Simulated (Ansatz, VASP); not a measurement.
**Zn5Se2S3 in VASP and in Ansatz**

```
Zn Se S
1.0
    -0.00033   -3.94453   -0.00043
     3.94603    0.00033    0.00027
    -1.97290    1.97159   13.81404
Zn Se S
5 2 3
Direct
  0.00056 0.99967 0.99995
  0.60598 0.60645 0.21300
  0.20202 0.20229 0.40449
  0.79778 0.79816 0.59555
  0.39359 0.39334 0.78693
  0.55366 0.05316 0.10643
  0.94693 0.44651 0.89352
  0.15400 0.65445 0.30879
  0.74985 0.25037 0.50007
  0.34563 0.84558 0.69126
```

Change from the starting cell: cell x1, atoms moved at random (sigma 0.1 Å) and cell strained at random (1.5 %), then relaxed without symmetry.

Alike in both runs: functional PBE; k mesh 4 × 4 × 4; occupations gaussian, width 0.1 eV; no spin polarisation.

Ansatz relaxed the structure, and its values are those at the end. VASP's run is a single point on that final structure, the one shown.

```csv
,VASP,Ansatz
version,VASP 6.6.1,Ansatz 0.2.0
potentials or method,"VASP PAW PBE potentials, release 64 (Zn, Se, S), cutoff 520 eV","scalar-relativistic, plane waves, PAW"
valence electrons in the cell,90,110
```

|  | VASP | Ansatz | Ansatz less VASP |
| --- | --- | --- | --- |
| gap on the k mesh at the Fermi level (eV) | 1.54 | 1.54 | -0.001 |
| least direct gap on the mesh (eV) | 1.54 | 1.54 | -0.001 |
| pressure (GPa) | 0.2 | 0.0 | -0.17 |

VASP's potentials hold 90 valence electrons a cell and Ansatz's 110, so a difference there can come from the potentials and not from the codes.
